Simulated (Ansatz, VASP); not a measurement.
## One calculation of S, two programs

File INCAR:

```
  ALGO = Normal
  EDIFF = 1E-7
  EDIFFG = -0.05
  ENCUT = 500
  GGA = PS
  GGA_COMPAT = False
  IBRION = 2
  ISIF = 3
  ISMEAR = 0
  LASPH = True
  LCHARG = False
  LREAL = False
  LWAVE = False
  NELM = 120
  NELMIN = 4
  NSW = 100
  PREC = Accurate
  SIGMA = 0.1
```

KPOINTS

```
k-points
0
Gamma
  8 8 8
```

The input POSCAR:

```
S
1.0
   -1.8161791300      1.8161791300      1.8161791300
    1.8161791300     -1.8161791300      1.8161791300
    1.8161791300      1.8161791300     -1.8161791300
S
1
Direct
    0.0000000000      0.0000000000      0.0000000000
```

Input for Ansatz:

```yaml
crystal:
  lattice:
    - [-1.81617913, 1.81617913, 1.81617913]
    - [1.81617913, -1.81617913, 1.81617913]
    - [1.81617913, 1.81617913, -1.81617913]
  atoms:
    - { symbol: S, position: [0.0, 0.0, 0.0] }
basis:
  ecutwfc: 420
kpoints:
  mp_grid: { grid: [8, 8, 8] }
hamiltonian:
  xc: pbesol
scf:
  occupations: { method: gaussian, width: 0.1 }
output:
  forces: true
  stress: true
  eigenvalues: true
relax:
  adjacent_minimum: "off"
  f_tol: 0.05
  max_steps: 80
  cell: { stress_tol: 0.5 }
```

Alike in both runs: task relaxation of cell and atoms; functional PBEsol; k mesh 8 × 8 × 8; occupations gaussian, width 0.1 eV; no spin polarisation.

|  | VASP | Ansatz |
| --- | --- | --- |
| version | VASP 6.6.1 | Ansatz 0.2.0 |
| potentials or method | VASP PAW PBE potentials, release 64 (S), cutoff 500 eV | scalar-relativistic, plane waves, PAW |
| valence electrons in the cell | 6 | 6 |

|  | VASP | Ansatz | Ansatz less VASP |
| --- | --- | --- | --- |
| gap on the k mesh at the Fermi level, each at its own relaxed structure (eV) | none | none | - |
| relaxed volume (Å³/atom) | 14.83 | 14.83 | 0.000 |
| relaxed cell length with the largest relative difference (Å) | 2.681 | 2.681 | 0.0000 |

VASP's potentials were made for PBE, not for PBEsol. A gap of «none» marks a metal or a gap that the smearing closes.

Noted on VASP's run: the volume moved by over 15 % at a fixed basis, so the end points are rough.
